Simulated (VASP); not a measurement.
# Fe (I4/mmm) in VASP: single point with PBE

Aim: the single point of Fe with PBE.

Everything below comes from runs of VASP 6.6.1. Logs are shortened: lines on timing, memory, paths and dates and some standing lists are left out, and cuts for length are marked.

### 1 The cell of the first run

Symmetry: I4/mmm, No. 139, tetragonal system. Conventional cell: a = 2.522 Å, b = 2.522 Å, c = 3.664 Å, α = 90.00°, β = 90.00°, γ = 90.00°. Fe (site symmetry 4/mmm) has 12 Fe at 2.52 to 2.56 Å within 3.3 Å.

### 2 Single point, PBE, collinear spin, ferromagnetic start (11.65 Å³/atom)

Contents of INCAR:

```
SYSTEM = Fe
PREC = Accurate
ENCUT = 540
EDIFF = 1E-6
ISMEAR = 0
SIGMA = 0.15
LREAL = .FALSE.
LASPH = .TRUE.
NELM = 300
ALGO = All
ISIF = 2
LWAVE = .FALSE.
LCHARG = .TRUE.
ISPIN = 2
MAGMOM = 2.44
LORBIT = 11
LMAXMIX = 4
GGA = PE
LVHAR = .TRUE.
NBANDS = 14
GGA_COMPAT = .FALSE.
ISEARCH = 1
KPAR = 4
```

Contents of KPOINTS:

```
regular mesh
0
G
  12 12 12
  0 0 0
```

Contents of POSCAR:

```
Fe
1.0
   -1.2610040151      1.2610040151      1.8322388339
    1.2610040151     -1.2610040151      1.8322388339
    1.2610040151      1.2610040151     -1.8322388339
Fe
1
Direct
    0.0000000000      0.0000000000      0.0000000000
```

Potentials or basis: VASP PAW PBE potentials, release 64 (Fe).

On the command line:

```sh
cat potpaw_PBE.64/Fe/POTCAR > POTCAR
mpirun -np 4 vasp_std > vasp.out
```

OUTCAR:

```text
SYSTEM = Fe
   PREC = Accurate
   ENCUT = 540
   EDIFF = 1E-6
   ISMEAR = 0
   LREAL = .FALSE.
   LASPH = .TRUE.
   NELM = 300
   ISIF = 2
   ISPIN = 2
   LORBIT = 11
   GGA = PE

 ion  position               nearest neighbor table
   1  0.000  0.000  0.000-

  LATTYP: Found a body centered tetragonal cell.
 ALAT       =     2.5220080302
 C/A-ratio  =     1.4530000000

  Lattice vectors:

 A1 = (  -1.2610040151,   1.2610040151,   1.8322388339)
 A2 = (   1.2610040151,  -1.2610040151,   1.8322388339)
 A3 = (   1.2610040151,   1.2610040151,  -1.8322388339)

Analysis of symmetry for initial positions (statically):
=====================================================================
 Subroutine PRICEL returns:
 Original cell was already a primitive cell.

 Routine SETGRP: Setting up the symmetry group for a
 body centered tetragonal supercell.

 Subroutine GETGRP returns: Found 16 space group operations
 (whereof 16 operations were pure point group operations)
 out of a pool of 16 trial point group operations.

The static configuration has the point symmetry D_4h.

Analysis of symmetry for dynamics (positions and initial velocities):
=====================================================================
 Subroutine PRICEL returns:
 Original cell was already a primitive cell.

 Routine SETGRP: Setting up the symmetry group for a
 body centered tetragonal supercell.

 Subroutine GETGRP returns: Found 16 space group operations
 (whereof 16 operations were pure point group operations)
 out of a pool of 16 trial point group operations.

The dynamic configuration has the point symmetry D_4h.

Analysis of structural, dynamic, and magnetic symmetry:
=====================================================================
 Subroutine PRICEL returns:
 Original cell was already a primitive cell.

 Routine SETGRP: Setting up the symmetry group for a
 body centered tetragonal supercell.

 Subroutine GETGRP returns: Found 16 space group operations
 (whereof 16 operations were pure point group operations)
 out of a pool of 16 trial point group operations.

The overall configuration has the point symmetry D_4h.

 Subroutine INISYM returns: Found 16 space group operations
 (whereof 16 operations are pure point group operations),
 and found     1 'primitive' translations

----------------------------------------------------------------------------------------

                                     Primitive cell

  volume of cell :      11.6540

  direct lattice vectors                    reciprocal lattice vectors
    -1.261004015  1.261004015  1.832238834     0.000000000  0.396509443  0.272890188
     1.261004015 -1.261004015  1.832238834     0.396509443  0.000000000  0.272890188
     1.261004015  1.261004015 -1.832238834     0.396509443  0.396509443  0.000000000

  length of vectors
     2.556826431  2.556826431  2.556826431     0.481340621  0.481340621  0.560749032

  position of ions in fractional coordinates (direct lattice)
     0.000000000  0.000000000  0.000000000

  ion indices of the primitive-cell ions
   primitive index   ion index
                 1           1

----------------------------------------------------------------------------------------

 KPOINTS: regular mesh

Automatic generation of k-mesh.
 Grid dimensions read from file:
 generate k-points for:   12   12   12

 Generating k-lattice:

  Cartesian coordinates                     Fractional coordinates (reciprocal lattice)
     0.000000000  0.033042454  0.022740849     0.083333333 -0.000000000  0.000000000
     0.033042454  0.000000000  0.022740849    -0.000000000  0.083333333  0.000000000
     0.033042454  0.033042454  0.000000000     0.000000000  0.000000000  0.083333333

  Length of vectors
     0.040111718  0.040111718  0.046729086

  Shift w.r.t. Gamma in fractional coordinates (k-lattice)
     0.000000000  0.000000000  0.000000000

 Subroutine IBZKPT returns following result:
 ===========================================

 Found    163 irreducible k-points:

 Following reciprocal coordinates:
            Coordinates               Weight
  0.000000  0.000000  0.000000      1.000000
  0.083333  0.000000 -0.000000      8.000000
  0.166667  0.000000 -0.000000      8.000000
  0.250000  0.000000 -0.000000      8.000000
  0.333333  0.000000 -0.000000      8.000000
  0.416667  0.000000 -0.000000      8.000000
[... 16 lines left out ...]
  0.500000  0.166667 -0.000000     16.000000
 -0.416667  0.166667  0.000000     16.000000
 [... further k-points ...]
   k-points           NKPTS =    163   k-points in BZ     NKDIM =    163   number of bands    NBANDS=     14
   number of dos      NEDOS =    301   number of ions     NIONS =      1
   total plane-waves  NPLWV =   8000
   dimension x,y,z NGX =    20 NGY =   20 NGZ =   20
   dimension x,y,z NGXF=    40 NGYF=   40 NGZF=   40
   ions per type =               1
   NGX,Y,Z   is equivalent  to a cutoff of  13.00, 13.00, 13.00 a.u.
   NGXF,Y,Z  is equivalent  to a cutoff of  26.01, 26.01, 26.01 a.u.
 SYSTEM =  Fe
   PREC   = accura    normal or accurate (medium, high low for compatibility)
   ISTART =      0    job   : 0-new  1-cont  2-samecut
   ICHARG =      2    charge: 1-file 2-atom 10-const
   ISPIN  =      2    spin polarized calculation?
   LNONCOLLINEAR =      F non collinear calculations
   LSORBIT =      F    spin-orbit coupling
   LASPH  =      T    aspherical Exc in radial PAW
   ENCUT  =  540.0 eV  39.69 Ry    6.30 a.u.   4.84  4.84  4.84*2*pi/ulx,y,z
   NELM   =    300;   NELMIN=  2; NELMDL= -5     # of ELM steps
   EDIFF  = 0.1E-05   stopping-criterion for ELM
   LREAL  =      F    real-space projection
   EDIFFG = 0.1E-04   stopping-criterion for IOM
   NSW    =      0    number of steps for IOM
   IBRION =     -1    ionic relax: 0-MD 1-quasi-New 2-CG
   NFREE  =      0    steps in history (QN), initial steepest desc. (CG)
   ISIF   =      2    stress and relaxation
   ISYM   =      2    0-nonsym 1-usesym 2-fastsym
   POTIM  = 0.5000    time-step for ionic-motion
   TEBEG  =    0.0;   TEEND  =   0.0 temperature during run
   PSTRESS=    0.0 pullay stress
   NELECT =       8.0000    total number of electrons
   NUPDOWN=      -1.0000    fix difference up-down
   EMIN   =  10.00;   EMAX   =-10.00  energy-range for DOS
   EFERMI =   0.00;   METHOD = LEGACY
   ISMEAR =     0;   SIGMA  =   0.15  broadening in eV -4-tet -1-fermi 0-gaus
   EFERMI_NEDOS =   21; number of points for ismear=-14 and -15
   IALGO  =     58    algorithm
   IMIX   =      4    mixing-type and parameters
     AMIX     =   0.40;   BMIX     =  1.00
     AMIX_MAG =   1.60;   BMIX_MAG =  1.00
  volume/ion in A,a.u.               =      11.65        78.65
  Fermi-wavevector in a.u.,A,eV,Ry     =   1.444153  2.729053 28.376003  2.085577
  Thomas-Fermi vector in A             =   2.562480
   LORBIT       =     11    0 simple, 1 ext, 2 COOP (PROOUT), +10 PAW based schemes
   GGA     = PE    functional components
   LHFCALC =     F    Hartree Fock is set to
   AEXX    =    0.0000 exact exchange contribution
   IVDW    =     0    specifies the selected vdW correction
   LEPSILON=     F    determine dielectric tensor
   LRPA    =     F    only Hartree local field effects (RPA)
 spin polarized calculation
 Gauss-broadening in eV      SIGMA  =   0.15
  energy-cutoff  :      540.00
  volume of cell :       11.65
 maximum number of plane-waves:       344
   NGX =  9   NGY =  9   NGZ =  9

 number of electron       8.0000001 magnetization       2.4648962

 Free energy of the ion-electron system (eV)
  ---------------------------------------------------
  ext. energy  EPLUGINS =         0.00000000
  ---------------------------------------------------
  free energy    TOTEN  =        -8.08983843 eV

  energy without entropy =       -8.07593804  energy(sigma->0) =       -8.08288823

 E-fermi :   5.7285     XC(G=0): -12.9596

 val. band max:        5.7275405658   @ k =  -0.3333   0.1667   0.0000
 cond. band min:       5.7344135188   @ k =  -0.3333   0.0833   0.0000
 fundamental gap:      0.0068729530
 Fermi energy:         5.7285107702

 spin component 1

 k-point     1 :       0.0000    0.0000    0.0000
  band No.  band energies     occupation
      1      -2.7505      1.00000
      2       3.2700      1.00000
      3       3.3840      1.00000
      4       3.3840      1.00000
      5       4.3057      1.00000
      6       4.4339      1.00000
      7      27.8357      0.00000
      8      31.8166      0.00000
      9      32.2261      0.00000
     10      32.2261      0.00000
     11      34.9251      0.00000
     12      34.9251      0.00000
     13      35.1675      0.00000
     14      37.4706      0.00000

 k-point     2 :       0.0833    0.0000   -0.0000
  band No.  band energies     occupation
      1      -2.4849      1.00000
      2       3.2502      1.00000
      3       3.3912      1.00000
      4       3.4503      1.00000
      5       4.2850      1.00000
      6       4.4013      1.00000
      7      27.1444      0.00000
      8      29.7620      0.00000
      9      31.5485      0.00000
     10      31.7814      0.00000
     11      35.6013      0.00000
     12      35.6418      0.00000
     13      35.9234      0.00000
     14      39.7708      0.00000
[... 343 lines left out ...]
      1       1.3287      1.00000
      2       2.6315      1.00000
      3       3.5199      1.00000
      4       3.6364      1.00000
      5       5.4024      0.99894
      6       7.7609      0.00000
      7      12.9978      0.00000
      8      23.2314      0.00000
      9      25.4036      0.00000
     10      27.3824      0.00000
     11      36.3713      0.00000
     12      37.4285      0.00000
     13      41.3503      0.00000
     14      44.2828      0.00000

 k-point    24 :      -0.4167    0.1667    0.0000
  band No.  band energies     occupation
      1       1.1112      1.00000
      2       2.5755      1.00000
      3       3.2533      1.00000
      4       3.7488      1.00000
      5       5.3159      0.99995
      6       6.1997      0.00000
      7      15.8363      0.00000
      8      24.3459      0.00000
      9      25.0506      0.00000
     10      27.7364      0.00000
     11      36.8438      0.00000
     12      37.9176      0.00000
     13      38.3888      0.00000
     14      43.7708      0.00000

 [... further k-points ...]

 spin component 2

 k-point     1 :       0.0000    0.0000    0.0000
  band No.  band energies     occupation
      1      -2.5161      1.00000
      2       5.3915      0.99923
      3       5.6873      0.65362
      4       5.6873      0.65358
      5       7.0834      0.00000
      6       7.3977      0.00000
      7      27.4855      0.00000
      8      32.0548      0.00000
      9      32.6642      0.00000
     10      32.6642      0.00000
     11      35.6537      0.00000
     12      35.6537      0.00000
     13      35.8463      0.00000
     14      36.8764      0.00000

 k-point     2 :       0.0833    0.0000   -0.0000
  band No.  band energies     occupation
      1      -2.2490      1.00000
      2       5.3833      0.99941
      3       5.6582      0.74763
      4       5.7629      0.37507
      5       7.0521      0.00000
      6       7.3528      0.00000
      7      27.0839      0.00000
      8      29.9549      0.00000
      9      31.9783      0.00000
     10      32.3273      0.00000
     11      35.9319      0.00000
     12      36.2391      0.00000
     13      36.2811      0.00000
     14      39.7302      0.00000
[... 343 lines left out ...]
      1       2.7182      1.00000
      2       4.4454      1.00000
      3       5.3968      0.99912
      4       6.0961      0.00026
      5       8.1001      0.00000
      6       9.4404      0.00000
      7      14.3196      0.00000
      8      23.7232      0.00000
      9      26.0958      0.00000
     10      27.8343      0.00000
     11      36.8166      0.00000
     12      37.8355      0.00000
     13      41.9907      0.00000
     14      44.8991      0.00000

 k-point    24 :      -0.4167    0.1667    0.0000
  band No.  band energies     occupation
      1       2.0553      1.00000
      2       4.3180      1.00000
      3       5.4500      0.99567
      4       6.2033      0.00000
      5       8.0489      0.00000
      6       8.3042      0.00000
      7      16.8617      0.00000
      8      24.7156      0.00000
      9      25.7337      0.00000
     10      28.3335      0.00000
     11      37.2323      0.00000
     12      38.4929      0.00000
     13      38.8524      0.00000
     14      44.3163      0.00000

 [... further k-points ...]

------------------------ aborting loop because EDIFF is reached ----------------------------------------

  FORCE on cell =-STRESS in cart. coord.  units (eV):
  Direction    XX          YY          ZZ          XY          YZ          ZX
  --------------------------------------------------------------------------------------
  -------------------------------------------------------------------------------------
  Total        0.0998300      0.0998300      0.5570351      0.0000000     -0.0000000      0.0000000
  in kB       13.7244975     13.7244975     76.5804930      0.0000000     -0.0000000      0.0000000
  external PRESSURE =      34.6764960 kB  Pullay stress =       0.0000000 kB

 VOLUME and BASIS-vectors are now :
 -----------------------------------------------------------------------------
  energy-cutoff  :      540.00
  volume of cell :       11.65
      direct lattice vectors                 reciprocal lattice vectors
    -1.261004015  1.261004015  1.832238834     0.000000000  0.396509443  0.272890188
     1.261004015 -1.261004015  1.832238834     0.396509443  0.000000000  0.272890188
     1.261004015  1.261004015 -1.832238834     0.396509443  0.396509443  0.000000000

 POSITION                                       TOTAL-FORCE (eV/Angst)
 -----------------------------------------------------------------------------------
      0.00000      0.00000      0.00000        -0.000000     -0.000000     -0.000000
 -----------------------------------------------------------------------------------
    total drift:                                0.000000     -0.000000      0.000000

  FREE ENERGIE OF THE ION-ELECTRON SYSTEM (eV)
  ---------------------------------------------------
  free  energy   TOTEN  =        -8.0898384270 eV

  energy  without entropy=       -8.0759217005  energy(sigma->0) =       -8.08288006

 total charge

# of ion       s       p       d       tot
------------------------------------------
    1        0.483   0.522   6.213   7.218

 magnetization (x)

# of ion       s       p       d       tot
------------------------------------------
    1       -0.019  -0.049   2.527   2.459
```

Wall time 21 s (4 MPI ranks of Intel Xeon 6975P-C (Granite Rapids), shared host); peak memory 0.2 GiB.

Results:

```yaml
Free_energy: -8.0898 eV
Pressure: 3.5 GPa
Net_moment: 2.46 μB per cell
Site_moments: Fe +2.46 μB
Valence_electrons_inside_the_program's_atomic_spheres: Fe 7.22
```

Stress tensor (GPa, compression positive):
```
1.37 0.00 0.00
0.00 1.37 0.00
0.00 0.00 7.66
```

Caveat: the stress differs along the axes, from 1 to 8 GPa.
